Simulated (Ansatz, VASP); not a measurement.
# One calculation of Nb, two programs

```xyz
1
Lattice="-1.6640 1.6640 1.6640 1.6640 -1.6640 1.6640 1.6640 1.6640 -1.6640" Properties=species:S:1:pos:R:3 pbc="T T T"
Nb    0.0000    0.0000    0.0000
```

Alike in both runs: task relaxation of cell and atoms; functional PBE; dispersion D4; k mesh 11 × 11 × 11; occupations fermi-dirac, width 0.05 eV; no spin polarisation.

```csv
,VASP,Ansatz
version,VASP 6.6.1,Ansatz 0.2.0
potentials or method,"VASP PAW PBE potentials, release 64 (Nb_sv), cutoff 500 eV","all-electron LAPW, scalar-relativistic"
```

Ansatz gave:

```
relaxed volume (Å³/atom)                                     : 17.91
relaxed cell length with the largest relative difference (Å) : 2.855
```

Task: What did VASP give for the same quantities?

Result: Relaxed volume (Å³/atom): 17.88; relaxed cell length with the largest relative difference (Å): 2.853.

Ansatz ran all-electron here, and VASP with PAW potentials.
